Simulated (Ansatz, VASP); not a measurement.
TiAl: VASP beside Ansatz

```
Ti Al
1.0
     3.17906    0.05961    0.00000
     0.05961    3.17906    0.00000
     0.00000    0.00000    3.17906
Ti Al
1 1
Cartesian
  0.0000 0.0000 0.0000
  1.6193 1.6193 1.5895
```

Change from the starting cell: strain +0.0375 x Voigt [0, 0, 0, 0, 0, 1], atoms carried along.

Alike in both runs: task single point; functional LDA; k mesh 16 × 16 × 16; occupations gaussian, width 0.15 eV; no spin polarisation.

|  | VASP | Ansatz |
| --- | --- | --- |
| version | VASP 6.6.1 | Ansatz 0.2.0 |
| potentials or method | VASP PAW LDA potentials, release 64 (Ti_sv, Al), cutoff 520 eV | scalar-relativistic, plane waves, PAW |
| valence electrons in the cell | 15 | 15 |

|  | VASP | Ansatz | Ansatz less VASP |
| --- | --- | --- | --- |
| gap on the k mesh at the Fermi level (eV) | none | none | - |
| pressure (GPa) | -5.6 | -5.6 | -0.09 |
| traceless stress, the component that is largest in VASP (GPa) | -2.38 | -2.37 | +0.009 |

LDA's correlation is that of Perdew and Zunger in VASP and of Perdew and Wang (1992) in Ansatz. A gap of «none» marks a metal or a gap that the smearing closes.
